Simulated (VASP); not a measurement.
# ZnSe (NiAs type) (P6_3/mmc) in VASP: notebook, part 2 of 2

VASP 6.6.1. Earlier steps stand in the parts before.

**3. Single point, PBE**

INCAR

```
SYSTEM = ZnSe
PREC = Accurate
ENCUT = 520
EDIFF = 1E-7
ISMEAR = -1
SIGMA = 0.08
LREAL = .False.
LASPH = .True.
NELM = 100
ALGO = Normal
ISIF = 2
LWAVE = .False.
LCHARG = .True.
GGA = PE
LELF = .True.
LVHAR = .True.
NBANDS = 26
```

KPOINTS

```
regular mesh
0
Gamma
  11 11 6
  0 0 0
```

POSCAR

```
ZnSe
1.0
    3.4893880245      0.0000000000      0.0000000000
   -1.7446940123      3.0218986729      0.0000000000
    0.0000000000      0.0000000000      5.7706914280
Zn Se
2 2
Direct
    0.0000000000      0.0000000000      0.0000000000
    0.0000000000      0.0000000000      0.5000000000
    0.3333333333      0.6666666667      0.2500000000
    0.6666666667      0.3333333333      0.7500000000
```

Potentials or basis: VASP PAW PBE potentials, release 64 (Zn, Se).

Command:

```bash
> cat potpaw_PBE.64/Zn/POTCAR potpaw_PBE.64/Se/POTCAR > POTCAR
> mpirun -np 1 vasp_std > vasp.out
```

OUTCAR:

```text
SYSTEM = ZnSe
   PREC = Accurate
   ENCUT = 520
   EDIFF = 1E-7
   ISMEAR = -1
   LREAL = .False.
   LASPH = .True.
   NELM = 100
   ISIF = 2
   GGA = PE

 ion  position               nearest neighbor table
   1  0.000  0.000  0.000-   3 2.48   4 2.48   4 2.48   3 2.48   4 2.48   3 2.48   2 2.89   2 2.89

   2  0.000  0.000  0.500-   3 2.48   4 2.48   4 2.48   3 2.48   4 2.48   3 2.48   1 2.89   1 2.89

   3  0.333  0.667  0.250-   1 2.48   2 2.48   1 2.48   2 2.48   1 2.48   2 2.48
   4  0.667  0.333  0.750-   1 2.48   2 2.48   1 2.48   2 2.48   1 2.48   2 2.48

  LATTYP: Found a hexagonal cell.
 ALAT       =     3.4893880245
 C/A-ratio  =     1.6537832386

  Lattice vectors:

 A1 = (   3.4893880245,   0.0000000000,   0.0000000000)
 A2 = (  -1.7446940123,   3.0218986729,   0.0000000000)
 A3 = (   0.0000000000,   0.0000000000,   5.7706914280)

Analysis of symmetry for initial positions (statically):
=====================================================================
 Subroutine PRICEL returns:
 Original cell was already a primitive cell.

 Routine SETGRP: Setting up the symmetry group for a
 hexagonal supercell.

 Subroutine GETGRP returns: Found 24 space group operations
 (whereof 12 operations were pure point group operations)
 out of a pool of 24 trial point group operations.

The static configuration has the point symmetry D_3d.
 The point group associated with its full space group is D_6h.

Analysis of symmetry for dynamics (positions and initial velocities):
=====================================================================
 Subroutine PRICEL returns:
 Original cell was already a primitive cell.

 Routine SETGRP: Setting up the symmetry group for a
 hexagonal supercell.

 Subroutine GETGRP returns: Found 24 space group operations
 (whereof 12 operations were pure point group operations)
 out of a pool of 24 trial point group operations.

[... 115 lines left out ...]
   PSTRESS=    0.0 pullay stress
   NELECT =      36.0000    total number of electrons
   NUPDOWN=      -1.0000    fix difference up-down
   EMIN   =  10.00;   EMAX   =-10.00  energy-range for DOS
   EFERMI =   0.00;   METHOD = LEGACY
   ISMEAR =    -1;   SIGMA  =   0.08  broadening in eV -4-tet -1-fermi 0-gaus
   EFERMI_NEDOS =   21; number of points for ismear=-14 and -15
   IALGO  =     38    algorithm
   IMIX   =      4    mixing-type and parameters
     AMIX     =   0.40;   BMIX     =  1.00
     AMIX_MAG =   1.60;   BMIX_MAG =  1.00
  volume/ion in A,a.u.               =      15.21       102.66
  Fermi-wavevector in a.u.,A,eV,Ry     =   1.374327  2.597101 25.698330  1.888774
  Thomas-Fermi vector in A             =   2.499763
   LORBIT       =      0    0 simple, 1 ext, 2 COOP (PROOUT), +10 PAW based schemes
   GGA     = PE    functional components
   LHFCALC =     F    Hartree Fock is set to
   AEXX    =    0.0000 exact exchange contribution
   IVDW    =     0    specifies the selected vdW correction
   LEPSILON=     F    determine dielectric tensor
   LRPA    =     F    only Hartree local field effects (RPA)
 non-spin polarized calculation
  energy-cutoff  :      520.00
  volume of cell :       60.85
 maximum number of plane-waves:      1677
 NGX is ok and might be reduce to    28
   NGX = 13   NGY = 13   NGZ = 21

 number of electron      35.9999964 magnetization

 Free energy of the ion-electron system (eV)
  ---------------------------------------------------
  ext. energy  EPLUGINS =         0.00000000
  ---------------------------------------------------
  free energy    TOTEN  =        -9.42720023 eV

  energy without entropy =       -9.41735507  energy(sigma->0) =       -9.42227765

 E-fermi :   5.8258     XC(G=0): -11.5770

 val. band max:        5.8004034064   @ k =   0.0909   0.0000   0.0000
 cond. band min:       5.8560789766   @ k =   0.1818  -0.0000   0.0000
 fundamental gap:      0.0556755702
 Fermi energy:         5.8258115234

 k-point     1 :       0.0000    0.0000    0.0000
  band No.  band energies     occupation
      1     -10.1575      2.00000
      2      -8.0184      2.00000
      3      -3.1142      2.00000
      4      -2.1071      2.00000
      5      -2.1071      2.00000
      6      -1.9669      2.00000
[... 685 lines left out ...]
     25      14.1985      0.00000
     26      14.8242      0.00000

 [... further k-points ...]
[... 5 lines left out ...]
  --------------------------------------------------------------------------------------
  -------------------------------------------------------------------------------------
  Total       12.0188598     12.0188598     12.0348218     -0.0000000      0.0000000      0.0000000
  in kB      316.4585501    316.4585501    316.8788342     -0.0000000      0.0000000      0.0000000
  external PRESSURE =     316.5986448 kB  Pullay stress =       0.0000000 kB

 VOLUME and BASIS-vectors are now :
 -----------------------------------------------------------------------------
  energy-cutoff  :      520.00
  volume of cell :       60.85
      direct lattice vectors                 reciprocal lattice vectors
     3.489388025  0.000000000  0.000000000     0.286583204  0.165458890  0.000000000
    -1.744694012  3.021898673  0.000000000     0.000000000  0.330917780  0.000000000
     0.000000000  0.000000000  5.770691428     0.000000000  0.000000000  0.173289460

 POSITION                                       TOTAL-FORCE (eV/Angst)
 -----------------------------------------------------------------------------------
      0.00000      0.00000      0.00000        -0.000000      0.000000      0.000000
      0.00000      0.00000      2.88535        -0.000000      0.000000      0.000000
     -0.00000      2.01460      1.44267         0.000000     -0.000000     -0.000000
      1.74469      1.00730      4.32802        -0.000000      0.000000     -0.000000
 -----------------------------------------------------------------------------------
    total drift:                               -0.000000      0.000000      0.000000

  FREE ENERGIE OF THE ION-ELECTRON SYSTEM (eV)
  ---------------------------------------------------
  free  energy   TOTEN  =        -9.4272002329 eV

  energy  without entropy=       -9.4173550678  energy(sigma->0) =       -9.42227765
```

OSZICAR:

```text
N       E                     dE             d eps       ncg     rms          rms(c)
DAV:   1     0.242682914909E+03    0.24268E+03   -0.17510E+04  3362   0.182E+03
DAV:   2     0.113951354816E+02   -0.23129E+03   -0.22160E+03  3404   0.366E+02
DAV:   3    -0.965812353659E+01   -0.21053E+02   -0.20611E+02  3968   0.107E+02
DAV:   4    -0.100669448030E+02   -0.40882E+00   -0.40783E+00  3822   0.142E+01
DAV:   5    -0.100691475145E+02   -0.22027E-02   -0.22023E-02  3952   0.111E+00    0.109E+01
DAV:   6    -0.946575829898E+01    0.60339E+00   -0.12830E+00  4410   0.325E+01    0.801E+00
DAV:   7    -0.943254299474E+01    0.33215E-01   -0.80502E-01  3624   0.595E+00    0.235E+00
DAV:   8    -0.942915847251E+01    0.33845E-02   -0.12463E-02  3664   0.763E-01    0.604E-01
DAV:   9    -0.942716836464E+01    0.19901E-02   -0.65922E-03  4412   0.869E-01    0.956E-02
DAV:  10    -0.942718170827E+01   -0.13344E-04   -0.40729E-04  4384   0.308E-01    0.441E-02
DAV:  11    -0.942719918602E+01   -0.17478E-04   -0.52516E-05  3762   0.897E-02    0.944E-03
DAV:  12    -0.942720040027E+01   -0.12142E-05   -0.49669E-06  3916   0.204E-02    0.302E-03
DAV:  13    -0.942720007626E+01    0.32400E-06   -0.44396E-07  3506   0.431E-03    0.155E-03
DAV:  14    -0.942720022815E+01   -0.15189E-06   -0.29381E-08  1886   0.291E-03    0.216E-04
DAV:  15    -0.942720023288E+01   -0.47298E-08   -0.16567E-08  1806   0.213E-03
   1 F= -.94272002E+01 E0= -.94222777E+01  d E =-.984517E-02
```

stdout:

```text
POSCAR found type information on POSCAR ZnSe
 POSCAR found :  2 types and       4 ions
 scaLAPACK will be used
 LDA part: xc-table for (Slater+PW92), standard interpolation
 POSCAR, INCAR and KPOINTS ok, starting setup
 FFT: planning ... GRIDC
 FFT: planning ... GRID_SOFT
 FFT: planning ... GRID
 WAVECAR not read
 entering main loop
```

Run time: 3.4 min. Hardware: 1 thread of Intel Xeon 8259CL, shared host; peak memory 0.24 GiB.

What came out:

```
Free energy            : -9.4272 eV
Pressure               : 31.7 GPa
Band gap on the k mesh : zero (bands 18 and 19 overlap by 0.62 eV)
```

Levels at points of the mesh, in eV from the Fermi level:
```tsv
k point	band 16	band 17	band 18	band 19	band 20	band 21
(0.00, 0.00, 0.00)	-0.90	-0.15	-0.15	2.00	3.16	6.06
(0.00, 0.00, 0.50)	-0.47	-0.47	-0.47	3.74	3.74	6.10
```

Caveat: the cell stands under pressure; semilocal functionals underestimate gaps, and a narrow one can read as zero.

The gap in the log of VASP goes by the Fermi energy; the results here count the filled bands.